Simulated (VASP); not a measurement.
Here is a VASP 6.6.1 calculation.

INCAR

```
SYSTEM = AlN
PREC     = Accurate       ! precision mode
ENCUT    = 520            ! plane-wave cutoff, eV
EDIFF    = 1E-6           ! SCF threshold, eV
ISMEAR   = 0              ! smearing method
SIGMA    = 0.05           ! smearing width, eV
LREAL    = .False.        ! projectors in reciprocal space
LASPH    = .True.         ! aspherical terms in the spheres
NELM     = 100            ! most SCF steps
ALGO     = Normal         ! electronic algorithm
ISIF     = 2              ! what is computed and relaxed
LWAVE    = .False.        ! write WAVECAR
LCHARG   = .False.        ! write CHGCAR
GGA      = PE             ! functional
NBANDS   = 11             ! bands
```

Contents of KPOINTS:

```
Automatic mesh
0
Gamma
  10 10 10
  0 0 0
```

File POSCAR:

```
AlN
1.0
    0.0000000000      2.1839935596      2.1839935596
    2.1839935596      0.0000000000      2.1839935596
    2.1839935596      2.1839935596      0.0000000000
Al N
1 1
Direct
   -0.0242825847      0.0242825847      0.0000000000
    0.7500000000      0.7500000000      0.7500000000
```

Potentials or basis: VASP PAW PBE potentials, release 64 (Al, N).

The run is started by

```console
$ cat potpaw_PBE.64/Al/POTCAR potpaw_PBE.64/N/POTCAR > POTCAR
$ mpirun -np 1 vasp_std > vasp.out
```

What does it give for the band gap on the k mesh?

3.12 eV (least direct gap 3.99 eV).

Predict the pressure.

5.3 GPa.

Forces in eV/Å, atoms in the order of the input:
```
Al  -0.787  0.787 -0.174
N    0.787 -0.787  0.174
```

Caveat: the cell differs from its parent crystal (all Al atoms moved +0.075 Å, as atom 1 along Cartesian [1 -1 0]); the cell stands under pressure; forces of over 1 eV/Å act on the atoms, so gaps and moduli don't describe the material at rest. A k mesh can miss the band edges.
